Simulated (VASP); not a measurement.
# Be2Cu11Ni3 in VASP: notebook

The runs below take Be2Cu11Ni3 through single point, with PBE.

Everything below comes from runs of VASP 6.6.1. Logs are shortened: lines on timing, memory, paths and dates and some standing lists are left out, and cuts for length are marked.

### 1 The cell of the first run

The cell holds a disordered packing, 16 atoms: a = 5.616 Å, b = 5.635 Å, c = 5.823 Å, α = 90.51°, β = 90.83°, γ = 92.29°.

### 2 Single point, PBE

Input file INCAR:

```
ALGO = Normal
EDIFF = 1E-6
ENCUT = 400
GGA = PE
GGA_COMPAT = F
ISIF = 2
ISMEAR = -1
ISYM = -1
LASPH = T
LCHARG = F
LREAL = Auto
LWAVE = F
NBANDS = 92
NELM = 120
PREC = Accurate
SIGMA = 0.131
```

Input file KPOINTS:

```
explicit points
1
Reciprocal
  0.25000000   0.25000000   0.25000000 1
```

Input file POSCAR:

```
Be2Cu11Ni3
1.0
    5.6151810000     -0.1125830000     -0.0418010000
   -0.1125830000      5.6341360000     -0.0260090000
   -0.0418010000     -0.0260090000      5.8223430000
Cu Ni Be
11 3 2
Direct
    0.8658894678      0.0332560015      0.7266100608
    0.1113701630      0.7844217840     -0.0564564110
    0.3594289983     -0.0115558010      0.2194413721
    0.6204836739      0.2949584232      0.9662408092
    0.4313563054      0.0122845309      0.7276070189
    0.9028400347      0.5466006895      0.1809828369
    0.6217787563      0.7560027697      0.9961053222
    0.6432594864      0.2921167937      0.4330293759
    0.6180223152      0.7786729938      0.4632142862
    0.3514686501      0.5144795360      0.2003644992
    0.1368442343      0.2814444341      0.4880573532
    0.3813171452      0.5236065430      0.7200448205
    0.9069126508      0.0914164938      0.1421435507
    0.0969081550      0.8200843784      0.4659044361
    0.8855637987      0.5023224008      0.7534043178
    0.1499748634      0.2657629376     -0.0399125700
```

Potentials or basis: VASP PAW PBE potentials, release 64 (Cu, Ni, Be).

Run with:

```
> cat potpaw_PBE.64/Cu/POTCAR potpaw_PBE.64/Ni/POTCAR potpaw_PBE.64/Be/POTCAR > POTCAR
> mpirun -np 1 vasp_std > vasp.out
```

OUTCAR:

```text
EDIFF = 1E-6
   ENCUT = 400
   GGA = PE
   ISIF = 2
   ISMEAR = -1
   ISYM = -1
   LASPH = T
   LREAL = Auto
   NELM = 120
   PREC = Accurate

 ion  position               nearest neighbor table
   1  0.866  0.033  0.727-  14 2.36   2 2.37  16 2.42   5 2.44  13 2.44   9 2.47  11 2.48   4 2.49
                             7 2.59   8 2.60
   2  0.111  0.784  0.944-   6 2.24  15 2.26   1 2.37   3 2.37  13 2.41  12 2.52   5 2.52  10 2.55
                             7 2.77  14 2.79
   3  0.359  0.988  0.219-  14 2.26   2 2.37   9 2.37   7 2.40  16 2.50   8 2.59  11 2.63  13 2.66
                            10 2.67   4 2.69
   4  0.620  0.295  0.966-  15 2.25  13 2.25   5 2.32  12 2.37   6 2.41  10 2.42   1 2.49   7 2.60
                             3 2.69   8 2.72
   5  0.431  0.012  0.728-   9 2.31   4 2.32   7 2.41   1 2.44   2 2.52  16 2.56  14 2.60   8 2.61
                            11 2.67  12 2.76  12 2.91
   6  0.903  0.547  0.181-   2 2.24   7 2.27   4 2.41  14 2.47  15 2.50   8 2.50  16 2.51  10 2.53
                            13 2.57   9 2.68  11 2.70
   7  0.622  0.756  0.996-   6 2.27  10 2.34   3 2.40   5 2.41  12 2.42  15 2.54  13 2.56   1 2.59
                             4 2.60   9 2.72   2 2.77
   8  0.643  0.292  0.433-  10 2.49   6 2.50  15 2.55  13 2.55   3 2.59   1 2.60   5 2.61  12 2.62
                             4 2.72   9 2.76  11 2.79
   9  0.618  0.779  0.463-   5 2.31   3 2.37  12 2.45   1 2.47  10 2.55   6 2.68  14 2.69   7 2.72
                             8 2.76
  10  0.351  0.514  0.200-  16 2.23   7 2.34   4 2.42  11 2.44   8 2.49   6 2.53   9 2.55   2 2.55
                             3 2.67  14 2.76  12 2.80
  11  0.137  0.281  0.488-  12 2.31  10 2.44  15 2.47   1 2.48  13 2.58  14 2.60   3 2.63   5 2.67
                             6 2.70   8 2.79
  12  0.381  0.524  0.720-  11 2.31   4 2.37  16 2.39   7 2.42   9 2.45   2 2.52   8 2.62   5 2.76
                            14 2.78  10 2.80   5 2.91
  13  0.907  0.091  0.142-  16 1.98   4 2.25   2 2.41   1 2.44   8 2.55   7 2.56   6 2.57  11 2.58
                             3 2.66  14 2.67
  14  0.097  0.820  0.466-   3 2.26   1 2.36   6 2.47   5 2.60  11 2.60  13 2.67   9 2.69  15 2.71
                            10 2.76  12 2.78   2 2.79
  15  0.886  0.502  0.753-   4 2.25   2 2.26  16 2.36  11 2.47   6 2.50   7 2.54   8 2.55  14 2.71

  16  0.150  0.266  0.960-  13 1.98  10 2.23  15 2.36  12 2.39   1 2.42   3 2.50   6 2.51   5 2.56

IMPORTANT INFORMATION: All symmetrisations will be switched off!
NOSYMM: (Re-)initialisation of all symmetry stuff for point group C_1.

----------------------------------------------------------------------------------------

                                     Primitive cell

  volume of cell :     184.1120

  direct lattice vectors                    reciprocal lattice vectors
     5.615181000 -0.112583000 -0.041801000     0.178169792  0.003566221  0.001295085
    -0.112583000  5.634136000 -0.026009000     0.003566221  0.177564544  0.000818802
    -0.041801000 -0.026009000  5.822343000     0.001295085  0.000818802  0.171765118

  length of vectors
     5.616465073  5.635320742  5.822551142     0.178210185  0.177602240  0.171771952

  position of ions in fractional coordinates (direct lattice)
     0.865889468  0.033256001  0.726610061
     0.111370163  0.784421784  0.943543589
     0.359428998  0.988444199  0.219441372
     0.620483674  0.294958423  0.966240809
     0.431356305  0.012284531  0.727607019
     0.902840035  0.546600689  0.180982837
     0.621778756  0.756002770  0.996105322
     0.643259486  0.292116794  0.433029376
     0.618022315  0.778672994  0.463214286
     0.351468650  0.514479536  0.200364499
     0.136844234  0.281444434  0.488057353
     0.381317145  0.523606543  0.720044820
     0.906912651  0.091416494  0.142143551
     0.096908155  0.820084378  0.465904436
     0.885563799  0.502322401  0.753404318
     0.149974863  0.265762938  0.960087430

  ion indices of the primitive-cell ions
   primitive index   ion index
                 1           1
                 2           2
                 3           3
                 4           4
                 5           5
                 6           6
                 7           7
                 8           8
                 9           9
                10          10
                11          11
                12          12
                13          13
                14          14
                15          15
                16          16

----------------------------------------------------------------------------------------

 KPOINTS: explicit points

Read explicit list of k-points.

 Found      1 k-points:

 Following reciprocal coordinates:
            Coordinates               Weight
  0.250000  0.250000  0.250000      1.000000
   k-points           NKPTS =      1   k-points in BZ     NKDIM =      1   number of bands    NBANDS=     92
   number of dos      NEDOS =    301   number of ions     NIONS =     16
   total plane-waves  NPLWV =  64000
   dimension x,y,z NGX =    40 NGY =   40 NGZ =   40
   dimension x,y,z NGXF=    80 NGYF=   80 NGZF=   80
   ions per type =              11   3   2
   NGX,Y,Z   is equivalent  to a cutoff of  11.84, 11.80, 11.42 a.u.
   NGXF,Y,Z  is equivalent  to a cutoff of  23.68, 23.60, 22.84 a.u.
 SYSTEM =  unknown system
   PREC   = accura    normal or accurate (medium, high low for compatibility)
   ISTART =      0    job   : 0-new  1-cont  2-samecut
   ICHARG =      2    charge: 1-file 2-atom 10-const
   ISPIN  =      1    spin polarized calculation?
   LNONCOLLINEAR =      F non collinear calculations
   LSORBIT =      F    spin-orbit coupling
   LASPH  =      T    aspherical Exc in radial PAW
   ENCUT  =  400.0 eV  29.40 Ry    5.42 a.u.   9.16  9.19  9.50*2*pi/ulx,y,z
   NELM   =    120;   NELMIN=  2; NELMDL= -5     # of ELM steps
   EDIFF  = 0.1E-05   stopping-criterion for ELM
   LREAL  =      T    real-space projection
   EDIFFG = 0.1E-04   stopping-criterion for IOM
   NSW    =      0    number of steps for IOM
   IBRION =     -1    ionic relax: 0-MD 1-quasi-New 2-CG
   NFREE  =      0    steps in history (QN), initial steepest desc. (CG)
   ISIF   =      2    stress and relaxation
   ISYM   =     -1    0-nonsym 1-usesym 2-fastsym
   POTIM  = 0.5000    time-step for ionic-motion
   TEBEG  =    0.0;   TEEND  =   0.0 temperature during run
   PSTRESS=    0.0 pullay stress
   NELECT =     155.0000    total number of electrons
   NUPDOWN=      -1.0000    fix difference up-down
   EMIN   =  10.00;   EMAX   =-10.00  energy-range for DOS
   EFERMI =   0.00;   METHOD = LEGACY
   ISMEAR =    -1;   SIGMA  =   0.13  broadening in eV -4-tet -1-fermi 0-gaus
   EFERMI_NEDOS =   21; number of points for ismear=-14 and -15
   IALGO  =     38    algorithm
   IMIX   =      4    mixing-type and parameters
     AMIX     =   0.40;   BMIX     =  1.00
     AMIX_MAG =   1.60;   BMIX_MAG =  1.00
  volume/ion in A,a.u.               =      11.51        77.65
  Fermi-wavevector in a.u.,A,eV,Ry     =   1.545817  2.921170 32.511798  2.389550
  Thomas-Fermi vector in A             =   2.651142
   LORBIT       =      0    0 simple, 1 ext, 2 COOP (PROOUT), +10 PAW based schemes
   GGA     = PE    functional components
   LHFCALC =     F    Hartree Fock is set to
   AEXX    =    0.0000 exact exchange contribution
   IVDW    =     0    specifies the selected vdW correction
   LEPSILON=     F    determine dielectric tensor
   LRPA    =     F    only Hartree local field effects (RPA)
 non-spin polarized calculation
  energy-cutoff  :      400.00
  volume of cell :      184.11
 maximum number of plane-waves:      3338
 NGX is ok and might be reduce to    36
   NGX = 19   NGY = 19   NGZ = 19

 number of electron     154.9999987 magnetization

 Free energy of the ion-electron system (eV)
  ---------------------------------------------------
  ext. energy  EPLUGINS =         0.00000000
  ---------------------------------------------------
  free energy    TOTEN  =       -63.06347164 eV

  energy without entropy =      -62.76186048  energy(sigma->0) =      -62.91266606

 E-fermi :   7.9525     XC(G=0): -12.4304

 val. band max:        7.1434978315   @ k =   0.2500   0.2500   0.2500
 cond. band min:       8.0156761179   @ k =   0.2500   0.2500   0.2500
 fundamental gap:      0.8721782864
 Fermi energy:         7.9524572729

 k-point     1 :       0.2500    0.2500    0.2500
  band No.  band energies     occupation
      1      -0.9521      2.00000
      2       0.8515      2.00000
      3       1.0815      2.00000
      4       1.2594      2.00000
      5       2.2809      2.00000
      6       2.4182      2.00000
      7       2.5208      2.00000
      8       2.8350      2.00000
      9       2.9364      2.00000
     10       3.0050      2.00000
     11       3.1031      2.00000
     12       3.1978      2.00000
     13       3.2762      2.00000
     14       3.3504      2.00000
     15       3.4222      2.00000
     16       3.4731      2.00000
     17       3.5334      2.00000
     18       3.5764      2.00000
     19       3.6203      2.00000
     20       3.6692      2.00000
     21       3.7278      2.00000
     22       3.7610      2.00000
     23       3.8583      2.00000
     24       3.9035      2.00000
     25       3.9439      2.00000
     26       3.9655      2.00000
     27       4.0544      2.00000
     28       4.0859      2.00000
     29       4.1229      2.00000
     30       4.1827      2.00000
     31       4.2289      2.00000
     32       4.2689      2.00000
     33       4.3718      2.00000
     34       4.4278      2.00000
     35       4.4824      2.00000
     36       4.5469      2.00000
     37       4.5801      2.00000
     38       4.6001      2.00000
     39       4.6672      2.00000
     40       4.7188      2.00000
     41       4.7540      2.00000
     42       4.8132      2.00000
     43       4.9012      2.00000
     44       4.9654      2.00000
     45       4.9709      2.00000
     46       5.0237      2.00000
     47       5.0891      2.00000
     48       5.1227      2.00000
     49       5.1790      2.00000
     50       5.1943      2.00000
     51       5.2344      2.00000
     52       5.3177      2.00000
     53       5.3394      2.00000
     54       5.3813      2.00000
     55       5.4517      2.00000
     56       5.4874      2.00000
     57       5.5394      2.00000
     58       5.6300      2.00000
     59       5.6861      2.00000
     60       5.6960      2.00000
     61       5.7733      2.00000
     62       5.8388      2.00000
     63       5.9396      2.00000
     64       6.0739      2.00000
     65       6.1348      2.00000
     66       6.2117      2.00000
     67       6.3675      1.99999
     68       6.4150      1.99998
     69       6.4421      1.99998
     70       6.5236      1.99996
     71       6.5694      1.99995
     72       6.6300      1.99992
     73       6.7676      1.99976
     74       6.8619      1.99952
     75       6.9307      1.99918
     76       7.0542      1.99790
     77       7.1435      1.99585
     78       8.0157      0.76328
     79       8.2481      0.18953
     80       8.4411      0.04687
     81       8.7116      0.00607
     82       8.8893      0.00157
     83       9.0055      0.00065
     84       9.3237      0.00006
     85      11.2181      0.00000
     86      11.4315      0.00000
     87      11.7288      0.00000
     88      11.9451      0.00000
     89      12.3239      0.00000
 [bands above 89 left out]

------------------------ aborting loop because EDIFF is reached ----------------------------------------

  FORCE on cell =-STRESS in cart. coord.  units (eV):
  Direction    XX          YY          ZZ          XY          YZ          ZX
  --------------------------------------------------------------------------------------
  -------------------------------------------------------------------------------------
  Total        3.4327478     -0.6149729      4.4399099      3.3088519      1.4003538      2.5505238
  in kB       29.8724194     -5.3516100     38.6369340     28.7942536     12.1861433     22.1951393
  external PRESSURE =      21.0525811 kB  Pullay stress =       0.0000000 kB

 VOLUME and BASIS-vectors are now :
 -----------------------------------------------------------------------------
  energy-cutoff  :      400.00
  volume of cell :      184.11
      direct lattice vectors                 reciprocal lattice vectors
     5.615181000 -0.112583000 -0.041801000     0.178169792  0.003566221  0.001295085
    -0.112583000  5.634136000 -0.026009000     0.003566221  0.177564544  0.000818802
    -0.041801000 -0.026009000  5.822343000     0.001295085  0.000818802  0.171765118

 POSITION                                       TOTAL-FORCE (eV/Angst)
 -----------------------------------------------------------------------------------
      4.82801      0.07099      4.19351        -0.153681      0.764111     -0.152031
      0.49761      4.38246      5.46858         1.007903      0.056545     -0.990104
      1.89780      5.52286      1.23693         0.368204      1.832921     -0.373996
      3.41053      1.56685      5.59218        -0.569161      0.274528     -0.026051
      2.39035      0.00172      4.21803        -1.712744      0.396464     -0.454405
      5.00051      2.97327      1.00179         0.260885     -1.297532      1.426516
      3.36465      4.16351      5.75401         0.439437      0.590492     -0.905479
      3.56103      1.56214      2.48676         0.083521     -0.044404      0.588100
      3.36328      4.30552      2.65091         1.266725     -0.787622     -0.571075
      1.90726      2.85387      1.13852        -0.392437      0.290485      0.775136
      0.71632      1.55760      2.82860        -0.656029     -0.359421     -0.305169
      2.05212      2.88841      4.16279        -0.578013      0.221874      0.019201
      5.07624      0.40925      0.78732         0.193284     -1.218342      2.026925
      0.43235      4.59744      2.68727        -0.428058     -1.257220      0.653105
      4.88456      2.71086      4.33650         0.031161      0.099606     -0.716185
      0.77208      1.45549      5.57678         0.839003      0.437515     -0.994489
 -----------------------------------------------------------------------------------
    total drift:                               -0.000590      0.003278     -0.000646

  FREE ENERGIE OF THE ION-ELECTRON SYSTEM (eV)
  ---------------------------------------------------
  free  energy   TOTEN  =       -63.0634716421 eV

  energy  without entropy=      -62.7618604847  energy(sigma->0) =      -62.91266606
```

Run time: 40 s. Hardware: 1 thread of Intel Xeon Platinum 8488C (Sapphire Rapids), shared host; peak memory 0.24 GiB.

What came out:

```
Free energy            : -63.0635 eV
Pressure               : 2.1 GPa
Largest force          : 2.373 eV/Å
Band gap on the k mesh : zero (an odd number of electrons rules out a gap without spin polarisation)
```

Forces in eV/Å, atoms in the order of the input:
```
Cu  -0.154  0.764 -0.152
Cu   1.008  0.057 -0.990
Cu   0.368  1.833 -0.374
Cu  -0.569  0.275 -0.026
Cu  -1.713  0.396 -0.454
Cu   0.261 -1.298  1.427
Cu   0.439  0.590 -0.905
Cu   0.084 -0.044  0.588
Cu   1.267 -0.788 -0.571
Cu  -0.392  0.290  0.775
Cu  -0.656 -0.359 -0.305
Ni  -0.578  0.222  0.019
Ni   0.193 -1.218  2.027
Ni  -0.428 -1.257  0.653
Be   0.031  0.100 -0.716
Be   0.839  0.438 -0.994
```

Stress tensor (GPa, compression positive):
```
 2.99  2.88  2.22
 2.88 -0.54  1.22
 2.22  1.22  3.86
```

Levels at points of the mesh, in eV from the Fermi level:
```
           k point  band 74  band 75  band 76  band 77  band 78  band 79  band 80  band 81
(0.25, 0.25, 0.25)    -1.09    -1.02    -0.90    -0.81     0.06     0.30     0.49     0.76
```

Caveat: the atoms stand as in a frame of molecular dynamics.

### 3 Single point, PBE

Input file INCAR:

```
SYSTEM = Be2Cu11Ni3
ALGO     = Normal         ! electronic algorithm
EDIFF    = 1E-6           ! SCF threshold, eV
ENCUT    = 400            ! plane-wave cutoff, eV
GGA      = PE             ! functional
GGA_COMPAT= .False.      
ISIF     = 2              ! what is computed and relaxed
ISMEAR   = -1             ! smearing method
ISYM     = -1           
LASPH    = .True.         ! aspherical terms in the spheres
LCHARG   = .False.        ! write CHGCAR
LREAL    = Auto         
LWAVE    = .False.        ! write WAVECAR
NBANDS   = 92             ! bands
NELM     = 120            ! most SCF steps
PREC     = Accurate       ! precision mode
SIGMA    = 0.0724         ! smearing width, eV
```

KPOINTS is that of step 2.

Input file POSCAR:

```
Be2Cu11Ni3
1.0
    5.6151810000     -0.1125830000     -0.0418010000
   -0.1125830000      5.6341360000     -0.0260090000
   -0.0418010000     -0.0260090000      5.8223430000
Cu Ni Be
11 3 2
Direct
    0.8512123853      0.0617951082      0.7381290930
    0.1121761184      0.7849356958      0.9145425590
    0.3434767088      1.0192785813      0.2423972766
    0.6091865058      0.2855527431      0.9774672407
    0.4128406131      0.0094788043      0.7178683366
    0.9184035839      0.5148597837      0.1974090459
    0.6366809618      0.7487794981      0.9832778500
    0.6422859716      0.2950159958      0.4489892243
    0.6199148995      0.7427690571      0.4468839680
    0.3508133210      0.5370067834      0.1878055548
    0.1330479573      0.2910390910      0.5192772348
    0.3781138224      0.5184873802      0.7412905550
    0.9241385168      0.1107696500      0.2148097290
    0.0418426118      0.7950533623      0.5012881594
    0.8835017114      0.4775754310      0.7250818982
    0.1577631554      0.2376782413      0.9185699693
```

Potentials or basis: VASP PAW PBE potentials, release 64 (Cu, Ni, Be).

Run with:

```
> cat potpaw_PBE.64/Cu/POTCAR potpaw_PBE.64/Ni/POTCAR potpaw_PBE.64/Be/POTCAR > POTCAR
> mpirun -np 1 vasp_std > vasp.out
```

It took 2.5 min on 1 thread of Intel Xeon 8259CL, shared host; peak memory 0.25 GiB.

Results (log left out):

```yaml
Free_energy: -63.1880 eV
Pressure: 2.0 GPa
Largest_force: 3.172 eV/Å
Band_gap_on_the_k_mesh: zero (an odd number of electrons rules out a gap without spin polarisation)
```

Forces on the atoms (eV/Å):
```
Cu  -0.514 -0.182  0.057
Cu  -0.172  0.206  1.031
Cu   0.221 -0.144 -0.282
Cu   0.229 -0.126  0.728
Cu  -0.295 -0.163 -0.806
Cu  -0.006  0.792 -0.105
Cu   0.939  1.019 -0.123
Cu  -0.783  0.131  0.330
Cu   0.542  0.565  0.230
Cu  -0.895 -0.455  0.857
Cu   0.083 -0.268 -0.931
Ni  -0.217  0.391 -0.375
Ni  -0.517 -2.722 -1.544
Ni   1.298 -0.430 -0.257
Be  -0.161  0.836  0.395
Be   0.249  0.551  0.796
```

Stress tensor (GPa, compression positive):
```
2.60 2.22 3.22
2.22 0.53 3.62
3.22 3.62 2.73
```

Levels at points of the mesh, in eV from the Fermi level:
| k point | band 75 | band 76 | band 77 | band 78 | band 79 | band 80 |
| --- | --- | --- | --- | --- | --- | --- |
| (0.25, 0.25, 0.25) | -0.92 | -0.84 | -0.76 | 0.00 | 0.35 | 0.47 |

Caveat: the atoms stand as in a frame of molecular dynamics.

(Continued in part 2 of 2.)

The gap in the log of VASP goes by the Fermi energy; the results here count the filled bands.